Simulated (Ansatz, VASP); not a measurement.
## One calculation of P, two programs

```
P
1.0
     8.50000    0.00000    0.00000
     0.00000    8.80000    0.00000
     0.00000    0.00000    9.10000
P
1
Direct
  0.49768 0.50471 0.50361
```

Alike in both runs: task single point; functional PBE; k mesh 1 × 1 × 1; occupations fermi-dirac, width 0.1 eV; collinear spin.

```csv
,VASP,Ansatz
version,VASP 6.6.1,Ansatz 0.2 development build
potentials or method,"VASP PAW PBE potentials, release 64 (P)",scalar-relativistic
plane-wave cutoff (eV),400,599
```

```csv
,VASP,Ansatz,Ansatz less VASP
net moment per atom (μB),3.00,3.00,0.000
size of the moment on the site where the two differ most (μB),1.21,3.00,+1.788
```

Site moments also hang on the region over which each program counts them.
